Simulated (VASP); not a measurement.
Runs of VASP 6.6.1 on AlN. The structure is that of space group P2_1 (No. 4), or close to it. The cells are those of the table. 

| cell | gap on the mesh (eV) | pressure (GPa) | largest force (eV/Å) |
| --- | --- | --- | --- |
| a = 3.052, b = 3.052, c = 4.892 Å, angles 90.0, 90.0, 120.0°, 4 atoms | 4.63 | 16.7 | 0.51 |
| a = 3.156, b = 3.156, c = 5.059 Å, angles 90.0, 90.0, 120.0°, 4 atoms | 3.74 | -4.9 | 0.49 |
| a = 3.078, b = 3.078, c = 4.933 Å, angles 90.0, 90.0, 120.0°, 4 atoms | 4.40 | (c) | 0.50 |
| a = 3.104, b = 3.104, c = 4.975 Å, angles 90.0, 90.0, 120.0°, 4 atoms | 4.18 | (a) | 0.50 |
| a = 3.130, b = 3.130, c = 5.017 Å, angles 90.0, 90.0, 120.0°, 4 atoms | 3.96 | (b) | 0.49 |

Alike in all rows: task single point; level PBE; potentials or basis VASP PAW PBE potentials, release 64 (Al, N); no spin polarisation; k mesh 9 × 9 × 6; cutoff (eV) 520; smearing gaussian 0.05 eV.

Question: Estimate the missing entries.

Answer: (a) 4.7; (b) -0.4; (c) 10.4.

Caveats: the cell stands under pressure (at least some runs); an odd mesh through Γ misses points on the zone boundary, where band edges can lie (at least some runs); the cell stands under tension (at least some runs).
